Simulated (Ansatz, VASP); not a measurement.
## AsPb: VASP beside Ansatz

```
As Pb
1.0
     3.71716    0.00000    0.00000
     0.00000    3.71716    0.00000
     0.00000    0.00000    3.70697
As Pb
1 1
Direct
  0.50000 0.50000 0.50000
  0.00000 0.00000 0.00000
```

Change from the starting cell: species swapped into the ZnNi type (P4/mmm, No. 123).

Alike in both runs: functional PBE; k mesh 16 × 16 × 14; occupations gaussian, width 0.1 eV; no spin polarisation.

Ansatz relaxed the structure, and its values are those at the end. VASP's run is a single point on that final structure, the one shown.

|  | VASP | Ansatz |
| --- | --- | --- |
| version | VASP 6.6.1 | Ansatz 0.2.0 |
| potentials or method | VASP PAW PBE potentials, release 64 (As, Pb_d), cutoff 520 eV | scalar-relativistic, plane waves, PAW |
| valence electrons in the cell | 19 | 29 |

|  | VASP | Ansatz | Ansatz less VASP |
| --- | --- | --- | --- |
| gap on the k mesh at the Fermi level (eV) | none | none | - |
| pressure (GPa) | 0.0 | 0.0 | +0.01 |

A gap of «none» marks a metal or a gap that the smearing closes. With one functional, cell and mesh, what is left measures potentials, basis and numerics. VASP's potentials hold 19 valence electrons a cell and Ansatz's 29, so a difference there can come from the potentials and not from the codes.

Spin-orbit coupling is off throughout.
